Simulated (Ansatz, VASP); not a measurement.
**Sb in VASP and in Ansatz**

```
Sb
1.0
     3.27255    0.00000    0.00000
    -1.63628    2.83411    0.00000
     0.00000    0.00000   11.22920
Sb
4
Direct
  0.00000 0.00000 0.00000
  0.00000 0.00000 0.50000
  0.33333 0.66667 0.25000
  0.66667 0.33333 0.75000
```

Alike in both runs: task single point; functional r2SCAN; k mesh 12 × 12 × 3; occupations fermi-dirac, width 0.1 eV; no spin polarisation.

|  | VASP | Ansatz |
| --- | --- | --- |
| version | VASP 6.6.1 | Ansatz 0.2.0 |
| potentials or method | VASP PAW PBE potentials, release 64 (Sb), cutoff 520 eV | plane waves (500 eV) with PAW, scalar-relativistic |
| valence electrons in the cell | 20 | 60 |

VASP gave:

| Property | Result |
| --- | --- |
| pressure (GPa) | 3.1 |
| traceless stress, the component that is largest in VASP (GPa) | -0.80 |

Which values does Ansatz return?

Pressure (GPa): 3.1; traceless stress, the component that is largest in VASP (GPa): -0.78.

VASP's potentials were made for PBE, not for r2SCAN. VASP's potentials hold 20 valence electrons a cell and Ansatz's 60, so a difference there can come from the potentials and not from the codes.

Neither program's run includes spin-orbit coupling.
